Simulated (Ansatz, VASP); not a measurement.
## One calculation of SbMo, two programs

INCAR

```
SYSTEM = SbMo
PREC = Accurate
ENCUT = 520
EDIFF = 1E-7
ISMEAR = 0
SIGMA = 0.05
LREAL = .False.
LASPH = .True.
NELM = 60
ALGO = Normal
ISIF = 2
LWAVE = .False.
LCHARG = .False.
GGA = PE
NBANDS = 16
```

KPOINTS

```
Automatic mesh
0
Gamma
  10 10 10
  0 0 0
```

The input POSCAR:

```
SbMo
1.0
    0.0000000000      3.1029284590      3.1029284590
    3.1029284590      0.0000000000      3.1029284590
    3.1029284590      3.1029284590      0.0000000000
Mo Sb
1 1
Direct
    0.0000000000      0.0000000000      0.0000000000
    0.2500000000      0.2500000000      0.2500000000
```

Input for Ansatz:

```yaml
crystal:
  lattice:
    - [0.0, 3.102928459, 3.102928459]
    - [3.102928459, 0.0, 3.102928459]
    - [3.102928459, 3.102928459, 0.0]
  atoms:
    - { symbol: Mo, position: [0.0, 0.0, 0.0] }
    - { symbol: Sb, position: [0.25, 0.25, 0.25] }
basis:
  ecutwfc: 420
  ecutrho_ratio: 4
kpoints:
  mp_grid: { grid: [10, 10, 10] }
hamiltonian:
  xc: pbe
scf:
  occupations: { method: gaussian, width: 0.05 }
output:
  forces: true
  stress: true
  eigenvalues: true
  write_density: true
  write_potential: true
  elf: true
  volumetric_format: npy
```

Alike in both runs: task single point; functional PBE; k mesh 10 × 10 × 10; occupations gaussian, width 0.05 eV; no spin polarisation.

|  | VASP | Ansatz |
| --- | --- | --- |
| version | VASP 6.6.1 | Ansatz 0.2.0 |
| potentials or method | VASP PAW PBE potentials, release 64 (Mo_sv, Sb), cutoff 520 eV | scalar-relativistic, plane waves, PAW |
| valence electrons in the cell | 19 | 29 |

```tsv
	VASP	Ansatz	Ansatz less VASP
gap on the k mesh at the Fermi level (eV)	none	none	-
pressure (GPa)	-2.8	-2.8	+0.01
```

A gap of «none» marks a metal or a gap that the smearing closes. VASP's potentials hold 19 valence electrons a cell and Ansatz's 29, so a difference there can come from the potentials and not from the codes.

Spin-orbit coupling is off throughout.
